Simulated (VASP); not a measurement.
Input of a VASP 6.6.1 run:

The input INCAR:

```
SYSTEM = CdF2
PREC = Accurate
ENCUT = 520
EDIFF = 1E-6
ISMEAR = -1
SIGMA = 0.05
LREAL = .False.
LASPH = .True.
NELM = 100
ALGO = Normal
ISIF = 2
LWAVE = .False.
LCHARG = .True.
LELF = .True.
LVHAR = .True.
NBANDS = 20
```

The input KPOINTS:

```
regular mesh
0
Gamma
  9 9 9
  0 0 0
```

The input POSCAR:

```
CdF2
1.0
    0.0000000000      2.6390049769      2.6390049769
    2.6390049769      0.0000000000      2.6390049769
    2.6390049769      2.6390049769      0.0000000000
Cd F
1 2
Direct
    0.0000000000      0.0000000000      0.0000000000
    0.7500000000      0.7500000000      0.7500000000
    0.2500000000      0.2500000000      0.2500000000
```

Potentials or basis: VASP PAW LDA potentials, release 64 (Cd, F).

Launch:

```bash
$ cat potpaw_LDA.64/Cd/POTCAR potpaw_LDA.64/F/POTCAR > POTCAR
$ mpirun -np 1 vasp_std > vasp.out
```

(1) Estimate the pressure.

(2) Estimate the band gap on the k mesh.

Answers

(1) 2.7 GPa.

(2) 3.04 eV, indirect (least direct gap 3.41 eV).
